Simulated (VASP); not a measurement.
# Mo (Im-3m) in VASP: a series of runs

Runs on Mo. Level: r2SCAN. Tasks: single point.

Program: VASP 6.6.1. These are calculated values, not measurements. Logs are shortened: lines on timing, memory, paths and dates and some standing lists are left out, and cuts for length are marked.

**1. The cell of the first run**

Symmetry: Im-3m, No. 229, cubic system. The conventional cell has a = 3.130 Å, b = 3.130 Å, c = 3.130 Å, α = 90.00°, β = 90.00°, γ = 90.00°. Mo (site symmetry m-3m) has 14 Mo at 2.71 to 3.13 Å within 3.6 Å.

**2. Single point, r2SCAN (volume scaled by 0.980)**

POSCAR

```
Mo
1.0
   -1.5648366486      1.5648366486      1.5648366486
    1.5648366486     -1.5648366486      1.5648366486
    1.5648366486      1.5648366486     -1.5648366486
Mo
1
Direct
    0.0000000000      0.0000000000      0.0000000000
```

INCAR.step1

```
SYSTEM = Mo
PREC     = Accurate       ! precision mode
ENCUT    = 520            ! plane-wave cutoff, eV
ISMEAR   = 0              ! smearing method
SIGMA    = 0.05           ! smearing width, eV
LREAL    = .False.        ! projectors in reciprocal space
LASPH    = .True.         ! aspherical terms in the spheres
NELM     = 100            ! most SCF steps
NBANDS   = 13             ! bands
GGA      = PE             ! functional
ALGO     = Normal         ! electronic algorithm
EDIFF    = 1E-4           ! SCF threshold, eV
LWAVE    = .True.         ! write WAVECAR
LCHARG   = .False.        ! write CHGCAR
```

INCAR.step2

```
SYSTEM = Mo
PREC     = Accurate       ! precision mode
ENCUT    = 520            ! plane-wave cutoff, eV
EDIFF    = 1E-6           ! SCF threshold, eV
ISMEAR   = 0              ! smearing method
SIGMA    = 0.05           ! smearing width, eV
LREAL    = .False.        ! projectors in reciprocal space
LASPH    = .True.         ! aspherical terms in the spheres
NELM     = 100            ! most SCF steps
ALGO     = Normal         ! electronic algorithm
ISIF     = 2              ! what is computed and relaxed
LWAVE    = .False.        ! write WAVECAR
LCHARG   = .False.        ! write CHGCAR
METAGGA  = R2SCAN         ! meta-GGA
LMIXTAU  = .True.       
NBANDS   = 13             ! bands
ISTART   = 1
```

KPOINTS

```
regular mesh
0
Gamma
  20 20 20
  0 0 0
```

Potentials or basis: VASP PAW PBE potentials, release 64 (Mo_sv).

Command:

```console
$ cat potpaw_PBE.64/Mo_sv/POTCAR > POTCAR
$ cp INCAR.step1 INCAR
$ mpirun -np 1 vasp_std > vasp.out
$ cp INCAR.step2 INCAR
$ mpirun -np 1 vasp_std > vasp.out
```

OUTCAR:

```text
SYSTEM = Mo
   PREC = Accurate
   ENCUT = 520
   EDIFF = 1E-6
   ISMEAR = 0
   LREAL = .False.
   LASPH = .True.
   NELM = 100
   ISIF = 2
   METAGGA = R2SCAN
   ISTART = 1

 ion  position               nearest neighbor table
   1  0.000  0.000  0.000-

  LATTYP: Found a body centered cubic cell.
 ALAT       =     3.1296732972

  Lattice vectors:

 A1 = (  -1.5648366486,   1.5648366486,   1.5648366486)
 A2 = (   1.5648366486,  -1.5648366486,   1.5648366486)
 A3 = (   1.5648366486,   1.5648366486,  -1.5648366486)

Analysis of symmetry for initial positions (statically):
=====================================================================
 Subroutine PRICEL returns:
 Original cell was already a primitive cell.

 Routine SETGRP: Setting up the symmetry group for a
 body centered cubic supercell.

 Subroutine GETGRP returns: Found 48 space group operations
 (whereof 48 operations were pure point group operations)
 out of a pool of 48 trial point group operations.

The static configuration has the point symmetry O_h .

Analysis of symmetry for dynamics (positions and initial velocities):
=====================================================================
 Subroutine PRICEL returns:
 Original cell was already a primitive cell.

 Routine SETGRP: Setting up the symmetry group for a
 body centered cubic supercell.

 Subroutine GETGRP returns: Found 48 space group operations
 (whereof 48 operations were pure point group operations)
 out of a pool of 48 trial point group operations.

The dynamic configuration has the point symmetry O_h .

 Subroutine INISYM returns: Found 48 space group operations
 (whereof 48 operations are pure point group operations),
 and found     1 'primitive' translations

----------------------------------------------------------------------------------------

                                     Primitive cell

  volume of cell :      15.3273

  direct lattice vectors                    reciprocal lattice vectors
    -1.564836649  1.564836649  1.564836649     0.000000000  0.319522169  0.319522169
     1.564836649 -1.564836649  1.564836649     0.319522169  0.000000000  0.319522169
     1.564836649  1.564836649 -1.564836649     0.319522169  0.319522169  0.000000000

  length of vectors
     2.710376581  2.710376581  2.710376581     0.451872585  0.451872585  0.451872585

  position of ions in fractional coordinates (direct lattice)
     0.000000000  0.000000000  0.000000000

  ion indices of the primitive-cell ions
   primitive index   ion index
                 1           1

----------------------------------------------------------------------------------------

 KPOINTS: regular mesh

Automatic generation of k-mesh.
 Grid dimensions read from file:
 generate k-points for:   20   20   20

 Generating k-lattice:

  Cartesian coordinates                     Fractional coordinates (reciprocal lattice)
     0.000000000  0.015976108  0.015976108     0.050000000  0.000000000  0.000000000
     0.015976108  0.000000000  0.015976108     0.000000000  0.050000000  0.000000000
     0.015976108  0.015976108  0.000000000     0.000000000  0.000000000  0.050000000

  Length of vectors
     0.022593629  0.022593629  0.022593629

  Shift w.r.t. Gamma in fractional coordinates (k-lattice)
     0.000000000  0.000000000  0.000000000

 Subroutine IBZKPT returns following result:
 ===========================================

 Found    256 irreducible k-points:

 Following reciprocal coordinates:
            Coordinates               Weight
  0.000000  0.000000  0.000000      1.000000
  0.050000  0.000000  0.000000     12.000000
  0.100000  0.000000  0.000000     12.000000
  0.150000  0.000000  0.000000     12.000000
  0.200000  0.000000  0.000000     12.000000
  0.250000  0.000000  0.000000     12.000000
[... 16 lines left out ...]
  0.200000  0.100000  0.000000     48.000000
  0.250000  0.100000 -0.000000     48.000000
 [... further k-points ...]
   k-points           NKPTS =    256   k-points in BZ     NKDIM =    256   number of bands    NBANDS=     13
   number of dos      NEDOS =    301   number of ions     NIONS =      1
   total plane-waves  NPLWV =   8000
   dimension x,y,z NGX =    20 NGY =   20 NGZ =   20
   dimension x,y,z NGXF=    40 NGYF=   40 NGZF=   40
   ions per type =               1
   NGX,Y,Z   is equivalent  to a cutoff of  12.27, 12.27, 12.27 a.u.
   NGXF,Y,Z  is equivalent  to a cutoff of  24.53, 24.53, 24.53 a.u.
 SYSTEM =  Mo
   PREC   = accura    normal or accurate (medium, high low for compatibility)
   ISTART =      1    job   : 0-new  1-cont  2-samecut
   ICHARG =      0    charge: 1-file 2-atom 10-const
   ISPIN  =      1    spin polarized calculation?
   LNONCOLLINEAR =      F non collinear calculations
   LSORBIT =      F    spin-orbit coupling
   LASPH  =      T    aspherical Exc in radial PAW
   ENCUT  =  520.0 eV  38.22 Ry    6.18 a.u.   5.04  5.04  5.04*2*pi/ulx,y,z
   NELM   =    100;   NELMIN=  2; NELMDL=  0     # of ELM steps
   EDIFF  = 0.1E-05   stopping-criterion for ELM
   LREAL  =      F    real-space projection
   EDIFFG = 0.1E-04   stopping-criterion for IOM
   NSW    =      0    number of steps for IOM
   IBRION =     -1    ionic relax: 0-MD 1-quasi-New 2-CG
   NFREE  =      0    steps in history (QN), initial steepest desc. (CG)
   ISIF   =      2    stress and relaxation
   ISYM   =      2    0-nonsym 1-usesym 2-fastsym
   POTIM  = 0.5000    time-step for ionic-motion
   TEBEG  =    0.0;   TEEND  =   0.0 temperature during run
   PSTRESS=    0.0 pullay stress
   NELECT =      14.0000    total number of electrons
   NUPDOWN=      -1.0000    fix difference up-down
   EMIN   =  10.00;   EMAX   =-10.00  energy-range for DOS
   EFERMI =   0.00;   METHOD = LEGACY
   ISMEAR =     0;   SIGMA  =   0.05  broadening in eV -4-tet -1-fermi 0-gaus
   EFERMI_NEDOS =   21; number of points for ismear=-14 and -15
   IALGO  =     38    algorithm
   IMIX   =      4    mixing-type and parameters
     AMIX     =   0.40;   BMIX     =  1.00
     AMIX_MAG =   1.60;   BMIX_MAG =  1.00
  volume/ion in A,a.u.               =      15.33       103.43
  Fermi-wavevector in a.u.,A,eV,Ry     =   1.588407  3.001654 34.328007  2.523037
  Thomas-Fermi vector in A             =   2.687415
   LORBIT       =      0    0 simple, 1 ext, 2 COOP (PROOUT), +10 PAW based schemes
   METAGGA = R2SCAN    functional components
   LHFCALC =     F    Hartree Fock is set to
   AEXX    =    0.0000 exact exchange contribution
   IVDW    =     0    specifies the selected vdW correction
   LEPSILON=     F    determine dielectric tensor
   LRPA    =     F    only Hartree local field effects (RPA)
 non-spin polarized calculation
 Gauss-broadening in eV      SIGMA  =   0.05
  energy-cutoff  :      520.00
  volume of cell :       15.33
 maximum number of plane-waves:       426
   NGX =  9   NGY =  9   NGZ =  9

 number of electron      13.9999998 magnetization

 Free energy of the ion-electron system (eV)
  ---------------------------------------------------
  ext. energy  EPLUGINS =         0.00000000
  ---------------------------------------------------
  free energy    TOTEN  =       -26.07265339 eV

  energy without entropy =      -26.07211362  energy(sigma->0) =      -26.07238351

 E-fermi :  12.9184     XC(G=0): -14.7629

 val. band max:       12.8604944810   @ k =   0.1500   0.0500   0.0000
 cond. band min:      12.9419634362   @ k =  -0.4500   0.5000   0.0500
 fundamental gap:      0.0814689552
 Fermi energy:        12.9184441004

 k-point     1 :       0.0000    0.0000    0.0000
  band No.  band energies     occupation
      1     -50.3611      2.00000
      2     -22.7824      2.00000
      3     -22.7824      2.00000
      4     -22.7824      2.00000
      5       5.1455      2.00000
      6      11.4066      2.00000
      7      11.4066      2.00000
      8      11.4066      2.00000
      9      14.8152      0.00000
     10      14.8152      0.00000
     11      28.3946      0.00000
     12      28.3946      0.00000
     13      28.3946      0.00000

 k-point     2 :       0.0500    0.0000    0.0000
  band No.  band energies     occupation
      1     -50.3535      2.00000
      2     -22.8246      2.00000
      3     -22.7952      2.00000
      4     -22.7827      2.00000
      5       5.2652      2.00000
      6      11.3375      2.00000
      7      11.3950      2.00000
      8      11.5182      2.00000
      9      14.7087      0.00000
     10      14.8156      0.00000
     11      28.4865      0.00000
     12      28.5960      0.00000
     13      28.6366      0.00000

 k-point     3 :       0.1000    0.0000    0.0000
  band No.  band energies     occupation
      1     -50.3315      2.00000
      2     -22.9461      2.00000
      3     -22.8323      2.00000
      4     -22.7837      2.00000
      5       5.6102      2.00000
      6      11.1427      2.00000
      7      11.3479      2.00000
      8      11.8493      2.00000
      9      14.4586      0.00000
     10      14.8211      0.00000
     11      28.7190      0.00000
     12      29.1859      0.00000
     13      29.2620      0.00000
[... 305 lines left out ...]
 k-point    23 :       0.2000    0.1000    0.0000
  band No.  band energies     occupation
      1     -50.1896      2.00000
      2     -23.6571      2.00000
      3     -23.0466      2.00000
      4     -22.8419      2.00000
      5       7.5538      2.00000
      6      10.2010      2.00000
      7      10.7608      2.00000
      8      13.9051      0.00000
      9      14.5488      0.00000
     10      15.2499      0.00000
     11      28.8483      0.00000
     12      29.8759      0.00000
     13      32.2011      0.00000

 k-point    24 :       0.2500    0.1000   -0.0000
  band No.  band energies     occupation
      1     -50.1427      2.00000
      2     -23.8711      2.00000
      3     -23.1364      2.00000
      4     -22.8466      2.00000
      5       7.8121      2.00000
      6       9.8890      2.00000
      7      11.0880      2.00000
      8      14.0874      0.00000
      9      15.3251      0.00000
     10      15.6652      0.00000
     11      27.9302      0.00000
     12      29.0744      0.00000
     13      33.4595      0.00000

 [... further k-points ...]

------------------------ aborting loop because EDIFF is reached ----------------------------------------

  FORCE on cell =-STRESS in cart. coord.  units (eV):
  Direction    XX          YY          ZZ          XY          YZ          ZX
  --------------------------------------------------------------------------------------
  -------------------------------------------------------------------------------------
  Total        0.6761119      0.6761119      0.6761119     -0.0000000     -0.0000000      0.0000000
  in kB       70.6744066     70.6744066     70.6744066     -0.0000000     -0.0000000      0.0000000
  external PRESSURE =      70.6744066 kB  Pullay stress =       0.0000000 kB

 VOLUME and BASIS-vectors are now :
 -----------------------------------------------------------------------------
  energy-cutoff  :      520.00
  volume of cell :       15.33
      direct lattice vectors                 reciprocal lattice vectors
    -1.564836649  1.564836649  1.564836649     0.000000000  0.319522169  0.319522169
     1.564836649 -1.564836649  1.564836649     0.319522169  0.000000000  0.319522169
     1.564836649  1.564836649 -1.564836649     0.319522169  0.319522169  0.000000000

 POSITION                                       TOTAL-FORCE (eV/Angst)
 -----------------------------------------------------------------------------------
      0.00000      0.00000      0.00000         0.000000      0.000000      0.000000
 -----------------------------------------------------------------------------------
    total drift:                               -0.000000     -0.000000      0.000000

  FREE ENERGIE OF THE ION-ELECTRON SYSTEM (eV)
  ---------------------------------------------------
  free  energy   TOTEN  =       -26.0726533934 eV

  energy  without entropy=      -26.0721136183  energy(sigma->0) =      -26.07238351
```

Run time: 94 s. Hardware: 1 thread of AMD EPYC 9R45 (Zen 5), shared host; peak memory 0.13 GiB.

What came out:

| Quantity | Value |
| --- | --- |
| Free energy | -26.0727 eV |
| Pressure | 7.1 GPa |
| Band gap on the k mesh | zero (band 7 reaches 17.13 eV, above the bottom of band 8 at 11.41 eV) |

Caveat: the cell differs from its parent crystal (volume scaled by 0.980); the PAW data sets were made with another functional, which shifts forces and pressure a little.

**3. Single point, r2SCAN**

This run uses another cell than the first one, of 15.49 Å³/atom, 1.011 times its volume.

POSCAR

```
Mo
1.0
   -1.5703734033      1.5703734033      1.5703734033
    1.5703734033     -1.5703734033      1.5703734033
    1.5703734033      1.5703734033     -1.5703734033
Mo
1
Direct
    0.0000000000      0.0000000000      0.0000000000
```

INCAR.step1

```
PREC = Accurate
ENCUT = 520
ISMEAR = 0
SIGMA = 0.05
LREAL = False
LASPH = True
NELM = 60
NBANDS = 13
GGA = PE
ALGO = Normal
EDIFF = 1E-4
LWAVE = True
LCHARG = False
```

INCAR.step2

```
PREC = Accurate
ENCUT = 520
EDIFF = 1E-6
ISMEAR = 0
SIGMA = 0.05
LREAL = False
LASPH = True
NELM = 60
ALGO = Normal
ISIF = 2
LWAVE = False
LCHARG = False
METAGGA = R2SCAN
LMIXTAU = True
NBANDS = 13
ISTART = 1
```

KPOINTS

```
regular mesh
0
Gamma
  20 20 20
```

Potentials or basis: VASP PAW PBE potentials, release 64 (Mo_sv).

Command:

```console
$ cat potpaw_PBE.64/Mo_sv/POTCAR > POTCAR
$ cp INCAR.step1 INCAR
$ mpirun -np 1 vasp_std > vasp.out
$ cp INCAR.step2 INCAR
$ mpirun -np 1 vasp_std > vasp.out
```

Wall time 74 s (1 thread of AMD EPYC 9R45 (Zen 5), shared host); peak memory 0.13 GiB.

It converged, with:

```yaml
Free_energy: -26.0783 eV
Pressure: 3.9 GPa
Band_gap_on_the_k_mesh: zero (band 7 reaches 16.89 eV, above the bottom of band 8 at 11.25 eV)
```

Levels at points of the mesh, in eV from the Fermi level:
```csv
k point,band 4,band 5,band 6,band 7,band 8,band 9,band 10,band 11
"(0.00, 0.00, 0.00)",-35.72,-7.74,-1.49,-1.49,-1.49,1.88,1.88,15.46
"(0.50, 0.00, 0.00)",-35.74,-5.70,-3.68,1.57,1.86,2.57,4.95,12.34
"(0.50, 0.50, 0.50)",-36.78,-5.77,-5.77,4.15,4.15,4.15,9.51,9.51
```

Caveat: the PAW data sets were made with another functional, which shifts forces and pressure a little.

(Part 1 of 3 ends here.)
